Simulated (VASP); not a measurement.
Here is a VASP 6.6.1 calculation.

File INCAR:

```
SYSTEM = TaN
ALGO = Normal
EDIFF = 1E-7
ENCUT = 520
GGA = PS
ISIF = 2
ISMEAR = 0
LASPH = .True.
LCHARG = .False.
LREAL = .False.
LWAVE = .False.
NBANDS = 15
NELM = 80
PREC = Accurate
SIGMA = 0.15
```

File KPOINTS:

```
k-points
0
Gamma
  20 20 20
  0 0 0
```

POSCAR

```
TaN
1.0
    0.0000000000      2.5154717520      1.6350566388
    2.5154717520      0.0000000000      1.6350566388
    2.5154717520      2.5154717520      0.0000000000
Ta N
1 1
Direct
    0.5000000000      0.5000000000      0.5000000000
    0.0000000000      0.0000000000      0.0000000000
```

Potentials or basis: VASP PAW PBE potentials, release 64 (Ta_pv, N).

Command:

```console
$ cat potpaw_PBE.64/Ta_pv/POTCAR potpaw_PBE.64/N/POTCAR > POTCAR
$ mpirun -np 1 vasp_std > vasp.out
```

Problem. Estimate the pressure.

Solution. 180.0 GPa.

Problem. What does it give for the band gap on the k mesh?

Solution. Zero (bands 8 and 9 overlap by 3.63 eV).

Stress tensor (GPa, compression positive):
```
  4.47   0.00   0.00
  0.00   4.47   0.00
  0.00   0.00 531.02
```

Caveat: the cell stands under pressure; the PAW data sets were made with another functional, which shifts forces and pressure a little; spin-orbit coupling is left out, which moves the levels of the heavy elements.
